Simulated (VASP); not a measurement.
Input of a VASP 6.6.1 run:

File INCAR:

```
SYSTEM = Al2O3
PREC = Accurate
ENCUT = 520
EDIFF = 1E-6
ISMEAR = 0
SIGMA = 0.02
LREAL = .FALSE.
LASPH = .TRUE.
NELM = 100
ALGO = Normal
ISIF = 2
LWAVE = .FALSE.
LCHARG = .FALSE.
GGA = PE
NBANDS = 35
```

The input KPOINTS:

```
Automatic mesh
0
G
  6 6 6
  0 0 0
```

Contents of POSCAR:

```
Al2O3
1.0
    2.4043547753      1.3881548767      4.3744983284
   -2.4043547753      1.3881548767      4.3744983284
    0.0000000000     -2.7763097535      4.3744983284
Al O
4 6
Direct
    0.3521453632      0.3521453632      0.3521453632
    0.1478546368      0.1478546368      0.1478546368
    0.6478546368      0.6478546368      0.6478546368
    0.8521453632      0.8521453632      0.8521453632
    0.5561715225      0.9438284775      0.2500000000
    0.2500000000      0.5561715225      0.9438284775
    0.9438284775      0.2500000000      0.5561715225
    0.4438284775      0.0561715225      0.7500000000
    0.7500000000      0.4438284775      0.0561715225
    0.0561715225      0.7500000000      0.4438284775
```

Potentials or basis: VASP PAW PBE potentials, release 64 (Al, O).

Launch:

```console
$ cat potpaw_PBE.64/Al/POTCAR potpaw_PBE.64/O/POTCAR > POTCAR
$ mpirun -np 1 vasp_std > vasp.out
```

(1) Estimate the band gap on the k mesh.

(2) What does it give for the pressure?

(3) What does it give for the largest force?

Answers

(1) 5.85 eV, direct.

(2) -0.1 GPa.

(3) 0.004 eV/Å.

**Measured values to compare with.**

From “Multi-petahertz electron interference in Cr:Al2O3 solid-state material”, 2018, pmc:5906618, for a bulk crystal of Al2O3: band gap 8.7 eV (optical).

A measured gap of Al2O3 is 8.7 eV (optical; quoted in “Multi-petahertz electron interference in Cr:Al2O3 solid-state material”, 2018, pmc:5906618); the calculated 5.85 eV misses it by -2.85 eV. The value is that of PBE, without temperature or zero-point motion. Semilocal functionals fall short of measured gaps as a rule.
